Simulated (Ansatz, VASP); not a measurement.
## Two plane-wave programs on TiAl

```
Ti Al
1.0
     3.04025    0.00000    0.00000
     0.00000    3.15608    0.00000
     0.00000    0.00000    3.15608
Ti Al
1 1
Direct
  0.00000 0.00000 0.00000
  0.50000 0.50000 0.50000
```

Change from the starting cell: normal strain along x -0.0367, normal strain along y +0.0000.

Alike in both runs: task single point; functional PBEsol; k mesh 14 × 14 × 14; occupations gaussian, width 0.15 eV; no spin polarisation.

```csv
,VASP,Ansatz
version,VASP 6.6.1,Ansatz 0.2.0
potentials or method,"VASP PAW PBE potentials, release 64 (Ti_sv, Al), cutoff 520 eV","scalar-relativistic, plane waves, PAW"
valence electrons in the cell,15,15
```

|  | VASP | Ansatz | Ansatz less VASP |
| --- | --- | --- | --- |
| gap on the k mesh at the Fermi level (eV) | none | none | - |
| pressure (GPa) | 4.8 | 4.8 | 0.00 |
| traceless stress, the component that is largest in VASP (GPa) | -0.76 | -0.76 | +0.003 |

VASP's potentials were made for PBE, not for PBEsol, and Ansatz warns of the same on its side. A gap of «none» marks a metal or a gap that the smearing closes. With one functional, cell and mesh, what is left measures potentials, basis and numerics.
